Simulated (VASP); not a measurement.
# CdSe (F-43m) in VASP: notebook, part 2 of 2

VASP 6.6.1. The steps go on from the part before.

## Step 3: Single point, PBE

This run uses another cell than the first one, of 30.10 Å³/atom, 1.040 times its volume.

Input file INCAR:

```
PREC     = Accurate       # precision mode
ENCUT    = 520            # plane-wave cutoff, eV
EDIFF    = 1E-6           # SCF threshold, eV
ISMEAR   = 0              # smearing method
SIGMA    = 0.01           # smearing width, eV
LREAL    = False          # projectors in reciprocal space
LASPH    = True           # aspherical terms in the spheres
NELM     = 80             # most SCF steps
ALGO     = Normal         # electronic algorithm
ISIF     = 2              # what is computed and relaxed
LWAVE    = False          # write WAVECAR
LCHARG   = False          # write CHGCAR
GGA      = PE             # functional
NBANDS   = 16             # bands
```

Input file KPOINTS:

```
Automatic mesh
0
Gamma
  6 6 6
```

Input file POSCAR:

```
CdSe
1.0
    0.0000000000      3.1106729228      3.1106729228
    3.1106729228      0.0000000000      3.1106729228
    3.1106729228      3.1106729228      0.0000000000
Cd Se
1 1
Direct
    0.0000000000      0.0000000000      0.0000000000
    0.7500000000      0.7500000000      0.7500000000
```

Potentials or basis: VASP PAW PBE potentials, release 64 (Cd, Se).

Started as:

```
$ cat potpaw_PBE.64/Cd/POTCAR potpaw_PBE.64/Se/POTCAR > POTCAR
$ mpirun -np 1 vasp_std > vasp.out
```

OUTCAR:

```text
PREC = Accurate
   ENCUT = 520
   EDIFF = 1E-6
   ISMEAR = 0
   LREAL = False
   LASPH = True
   NELM = 80
   ISIF = 2
   GGA = PE

 ion  position               nearest neighbor table
   1  0.000  0.000  0.000-   2 2.69   2 2.69   2 2.69   2 2.69
   2  0.750  0.750  0.750-   1 2.69   1 2.69   1 2.69   1 2.69

  LATTYP: Found a face centered cubic cell.
 ALAT       =     6.2213458456

  Lattice vectors:

 A1 = (   0.0000000000,   3.1106729228,   3.1106729228)
 A2 = (   3.1106729228,   0.0000000000,   3.1106729228)
 A3 = (   3.1106729228,   3.1106729228,   0.0000000000)

Analysis of symmetry for initial positions (statically):
=====================================================================
 Subroutine PRICEL returns:
 Original cell was already a primitive cell.

 Routine SETGRP: Setting up the symmetry group for a
 face centered cubic supercell.

 Subroutine GETGRP returns: Found 24 space group operations
 (whereof 24 operations were pure point group operations)
 out of a pool of 48 trial point group operations.

The static configuration has the point symmetry T_d .

Analysis of symmetry for dynamics (positions and initial velocities):
=====================================================================
 Subroutine PRICEL returns:
 Original cell was already a primitive cell.

 Routine SETGRP: Setting up the symmetry group for a
 face centered cubic supercell.

 Subroutine GETGRP returns: Found 24 space group operations
 (whereof 24 operations were pure point group operations)
 out of a pool of 48 trial point group operations.

The dynamic configuration has the point symmetry T_d .

 Subroutine INISYM returns: Found 24 space group operations
 (whereof 24 operations are pure point group operations),
 and found     1 'primitive' translations

----------------------------------------------------------------------------------------

                                     Primitive cell

  volume of cell :      60.1995

  direct lattice vectors                    reciprocal lattice vectors
     0.000000000  3.110672923  3.110672923    -0.160736925  0.160736925  0.160736925
     3.110672923  0.000000000  3.110672923     0.160736925 -0.160736925  0.160736925
     3.110672923  3.110672923  0.000000000     0.160736925  0.160736925 -0.160736925

  length of vectors
     4.399155836  4.399155836  4.399155836     0.278404521  0.278404521  0.278404521

  position of ions in fractional coordinates (direct lattice)
     0.000000000  0.000000000  0.000000000
     0.750000000  0.750000000  0.750000000

  ion indices of the primitive-cell ions
   primitive index   ion index
                 1           1
                 2           2

----------------------------------------------------------------------------------------

 KPOINTS: Automatic mesh

Automatic generation of k-mesh.
 Grid dimensions read from file:
 generate k-points for:    6    6    6

 Generating k-lattice:

  Cartesian coordinates                     Fractional coordinates (reciprocal lattice)
    -0.026789487  0.026789487  0.026789487     0.166666667  0.000000000  0.000000000
     0.026789487 -0.026789487  0.026789487     0.000000000  0.166666667  0.000000000
     0.026789487  0.026789487 -0.026789487     0.000000000  0.000000000  0.166666667

  Length of vectors
     0.046400753  0.046400753  0.046400753

  Shift w.r.t. Gamma in fractional coordinates (k-lattice)
     0.000000000  0.000000000  0.000000000

 Subroutine IBZKPT returns following result:
 ===========================================

 Found     16 irreducible k-points:

 Following reciprocal coordinates:
            Coordinates               Weight
  0.000000  0.000000  0.000000      1.000000
  0.166667  0.000000  0.000000      8.000000
  0.333333  0.000000  0.000000      8.000000
  0.500000  0.000000  0.000000      4.000000
  0.166667  0.166667  0.000000      6.000000
  0.333333  0.166667  0.000000     24.000000
[... 8 lines left out ...]
 -0.333333  0.333333  0.166667     24.000000
 -0.333333  0.500000  0.166667     12.000000
   k-points           NKPTS =     16   k-points in BZ     NKDIM =     16   number of bands    NBANDS=     16
   number of dos      NEDOS =    301   number of ions     NIONS =      2
   total plane-waves  NPLWV =  46656
   dimension x,y,z NGX =    36 NGY =   36 NGZ =   36
   dimension x,y,z NGXF=    72 NGYF=   72 NGZF=   72
   ions per type =               1   1
   NGX,Y,Z   is equivalent  to a cutoff of  13.60, 13.60, 13.60 a.u.
   NGXF,Y,Z  is equivalent  to a cutoff of  27.21, 27.21, 27.21 a.u.
 SYSTEM =  unknown system
   PREC   = accura    normal or accurate (medium, high low for compatibility)
   ISTART =      0    job   : 0-new  1-cont  2-samecut
   ICHARG =      2    charge: 1-file 2-atom 10-const
   ISPIN  =      1    spin polarized calculation?
   LNONCOLLINEAR =      F non collinear calculations
   LSORBIT =      F    spin-orbit coupling
   LASPH  =      T    aspherical Exc in radial PAW
   ENCUT  =  520.0 eV  38.22 Ry    6.18 a.u.   8.18  8.18  8.18*2*pi/ulx,y,z
   NELM   =     80;   NELMIN=  2; NELMDL= -5     # of ELM steps
   EDIFF  = 0.1E-05   stopping-criterion for ELM
   LREAL  =      F    real-space projection
   EDIFFG = 0.1E-04   stopping-criterion for IOM
   NSW    =      0    number of steps for IOM
   IBRION =     -1    ionic relax: 0-MD 1-quasi-New 2-CG
   NFREE  =      0    steps in history (QN), initial steepest desc. (CG)
   ISIF   =      2    stress and relaxation
   ISYM   =      2    0-nonsym 1-usesym 2-fastsym
   POTIM  = 0.5000    time-step for ionic-motion
   TEBEG  =    0.0;   TEEND  =   0.0 temperature during run
   PSTRESS=    0.0 pullay stress
   NELECT =      18.0000    total number of electrons
   NUPDOWN=      -1.0000    fix difference up-down
   EMIN   =  10.00;   EMAX   =-10.00  energy-range for DOS
   EFERMI =   0.00;   METHOD = LEGACY
   ISMEAR =     0;   SIGMA  =   0.01  broadening in eV -4-tet -1-fermi 0-gaus
   EFERMI_NEDOS =   21; number of points for ismear=-14 and -15
   IALGO  =     38    algorithm
   IMIX   =      4    mixing-type and parameters
     AMIX     =   0.40;   BMIX     =  1.00
     AMIX_MAG =   1.60;   BMIX_MAG =  1.00
  volume/ion in A,a.u.               =      30.10       203.12
  Fermi-wavevector in a.u.,A,eV,Ry     =   1.094716  2.068713 16.305253  1.198402
  Thomas-Fermi vector in A             =   2.231026
   LORBIT       =      0    0 simple, 1 ext, 2 COOP (PROOUT), +10 PAW based schemes
   GGA     = PE    functional components
   LHFCALC =     F    Hartree Fock is set to
   AEXX    =    0.0000 exact exchange contribution
   IVDW    =     0    specifies the selected vdW correction
   LEPSILON=     F    determine dielectric tensor
   LRPA    =     F    only Hartree local field effects (RPA)
 non-spin polarized calculation
 Gauss-broadening in eV      SIGMA  =   0.01
  energy-cutoff  :      520.00
  volume of cell :       60.20
 maximum number of plane-waves:      1640
 NGX is ok and might be reduce to    36
   NGX = 17   NGY = 17   NGZ = 17

 number of electron      18.0000001 magnetization

 Free energy of the ion-electron system (eV)
  ---------------------------------------------------
  ext. energy  EPLUGINS =         0.00000000
  ---------------------------------------------------
  free energy    TOTEN  =        -5.49538539 eV

  energy without entropy =       -5.49538539  energy(sigma->0) =       -5.49538539

 E-fermi :   0.5413     XC(G=0):  -8.5796

 val. band max:        0.4299377202   @ k =   0.0000   0.0000   0.0000
 cond. band min:       0.8958012143   @ k =   0.0000   0.0000   0.0000
 fundamental gap:      0.4658634941
 Fermi energy:         0.5413013743

 k-point     1 :       0.0000    0.0000    0.0000
  band No.  band energies     occupation
      1     -11.8059      2.00000
      2      -7.3035      2.00000
      3      -7.3035      2.00000
      4      -7.3035      2.00000
      5      -6.9978      2.00000
      6      -6.9978      2.00000
[... 8 lines left out ...]
     15      11.3704      0.00000
     16      11.3704      0.00000
[... 267 lines left out ...]
 k-point    16 :      -0.3333    0.5000    0.1667
  band No.  band energies     occupation
      1     -11.3910      2.00000
      2      -7.1443      2.00000
      3      -7.1354      2.00000
      4      -7.0479      2.00000
      5      -6.9743      2.00000
      6      -6.6196      2.00000
[... 8 lines left out ...]
     15      12.9958      0.00000
     16      13.1034      0.00000

------------------------ aborting loop because EDIFF is reached ----------------------------------------

  FORCE on cell =-STRESS in cart. coord.  units (eV):
  Direction    XX          YY          ZZ          XY          YZ          ZX
  --------------------------------------------------------------------------------------
  -------------------------------------------------------------------------------------
  Total       -0.1096800     -0.1096800     -0.1096800     -0.0000000     -0.0000000      0.0000000
  in kB       -2.9190739     -2.9190739     -2.9190739     -0.0000000     -0.0000000      0.0000000
  external PRESSURE =      -2.9190739 kB  Pullay stress =       0.0000000 kB

 VOLUME and BASIS-vectors are now :
 -----------------------------------------------------------------------------
  energy-cutoff  :      520.00
  volume of cell :       60.20
      direct lattice vectors                 reciprocal lattice vectors
     0.000000000  3.110672923  3.110672923    -0.160736925  0.160736925  0.160736925
     3.110672923  0.000000000  3.110672923     0.160736925 -0.160736925  0.160736925
     3.110672923  3.110672923  0.000000000     0.160736925  0.160736925 -0.160736925

 POSITION                                       TOTAL-FORCE (eV/Angst)
 -----------------------------------------------------------------------------------
      0.00000      0.00000      0.00000         0.000000     -0.000000      0.000000
      4.66601      4.66601      4.66601        -0.000000      0.000000      0.000000
 -----------------------------------------------------------------------------------
    total drift:                                0.000000      0.000000      0.000000

  FREE ENERGIE OF THE ION-ELECTRON SYSTEM (eV)
  ---------------------------------------------------
  free  energy   TOTEN  =        -5.4953853867 eV

  energy  without entropy=       -5.4953853867  energy(sigma->0) =       -5.49538539
```

It took 17 s on 1 thread of Intel Xeon Platinum 8259CL at 2.50GHz (Skylake/Cascade Lake), shared host; peak memory 0.2 GiB.

What came out:

```yaml
Free_energy: -5.4954 eV
Pressure: -0.3 GPa
Band_gap_on_the_k_mesh: 0.47 eV, direct
```

## Step 4: Single point, PBE

This run uses another cell than the first one, of 31.26 Å³/atom, 1.080 times its volume.

Input file INCAR:

```
SYSTEM = CdSe
PREC = Accurate
ENCUT = 520
EDIFF = 1E-6
ISMEAR = 0
SIGMA = 0.01
LREAL = .FALSE.
LASPH = .TRUE.
NELM = 100
ALGO = Normal
ISIF = 2
LWAVE = .FALSE.
LCHARG = .TRUE.
GGA = PE
LELF = .TRUE.
LVHAR = .TRUE.
NBANDS = 16
```

Input file KPOINTS:

```
Automatic mesh
0
G
  6 6 6
  0 0 0
```

Input file POSCAR:

```
CdSe
1.0
    0.0000000000      3.1500527099      3.1500527099
    3.1500527099      0.0000000000      3.1500527099
    3.1500527099      3.1500527099      0.0000000000
Cd Se
1 1
Direct
    0.0000000000      0.0000000000      0.0000000000
    0.7500000000      0.7500000000      0.7500000000
```

Started as:

```
$ cat potpaw_PBE.64/Cd/POTCAR potpaw_PBE.64/Se/POTCAR > POTCAR
$ mpirun -np 1 vasp_std > vasp.out
```

Run time: 19 s. Hardware: 1 thread of Intel Xeon Platinum 8259CL at 2.50GHz (Skylake/Cascade Lake), shared host; peak memory 0.2 GiB.

It converged, with:

```
Free energy            : -5.4800 eV
Pressure               : -1.8 GPa
Band gap on the k mesh : 0.39 eV, direct
```

Levels at points of the mesh, in eV from the valence-band top:
```tsv
k point	band 5	band 6	band 7	band 8	band 9	band 10	band 11	band 12	band 13	band 14
(0.00, 0.00, 0.00)	-7.37	-7.37	0.00	0.00	0.00	0.39	5.91	5.91	5.91	9.35
(0.50, 0.00, 0.00)	-7.35	-7.15	-3.82	-0.61	-0.61	2.24	6.40	6.40	7.09	9.76
(0.50, 0.50, 0.00)	-7.33	-7.10	-3.63	-1.52	-1.52	3.31	3.61	8.65	9.59	9.59
```

## Step 5: Single point, PBE

This run uses another cell than the first one, of 32.42 Å³/atom, 1.120 times its volume.

Input file INCAR:

```
SYSTEM = CdSe
ALGO = Normal
EDIFF = 1E-6
ENCUT = 520
GGA = PE
ISIF = 2
ISMEAR = 0
LASPH = .True.
LCHARG = .False.
LREAL = .False.
LWAVE = .False.
NBANDS = 16
NELM = 80
PREC = Accurate
SIGMA = 0.01
```

Input file KPOINTS:

```
k-points
0
Gamma
  6 6 6
  0 0 0
```

Input file POSCAR:

```
CdSe
1.0
    0.0000000000      3.1884717732      3.1884717732
    3.1884717732      0.0000000000      3.1884717732
    3.1884717732      3.1884717732      0.0000000000
Cd Se
1 1
Direct
    0.0000000000      0.0000000000      0.0000000000
    0.7500000000      0.7500000000      0.7500000000
```

Started as:

```
$ cat potpaw_PBE.64/Cd/POTCAR potpaw_PBE.64/Se/POTCAR > POTCAR
$ mpirun -np 1 vasp_std > vasp.out
```

Wall time 18 s (1 thread of Intel Xeon Platinum 8259CL at 2.50GHz (Skylake/Cascade Lake), shared host); peak memory 0.21 GiB.

It converged, with:

```yaml
Free_energy: -5.4453 eV
Pressure: -3.0 GPa
Band_gap_on_the_k_mesh: 0.31 eV, direct
```

Levels at points of the mesh, in eV from the valence-band top:
```
           k point  band 7  band 8  band 9  band 10  band 11  band 12
(0.00, 0.00, 0.00)    0.00    0.00    0.00     0.31     5.89     5.89
(0.50, 0.00, 0.00)   -3.64   -0.57   -0.57     2.19     6.37     6.37
(0.50, 0.50, 0.00)   -3.48   -1.42   -1.42     3.36     3.55     8.50
```

## Step 6: Overview

| cell | gap on the mesh (eV) | pressure (GPa) |
| --- | --- | --- |
| a = 4.342 Å, angles 60.0°, 2 atoms | 0.55 | 1.6 |
| a = 4.399 Å, angles 60.0°, 2 atoms | 0.47 | -0.3 |
| a = 4.455 Å, angles 60.0°, 2 atoms | 0.39 | -1.8 |
| a = 4.509 Å, angles 60.0°, 2 atoms | 0.31 | -3.0 |

Alike in all rows: task single point; level PBE; potentials or basis VASP PAW PBE potentials, release 64 (Cd, Se); no spin polarisation; k mesh 6 × 6 × 6; cutoff (eV) 520; smearing gaussian 0.01 eV.

Absolute energies hang on the potentials; compare differences alone.
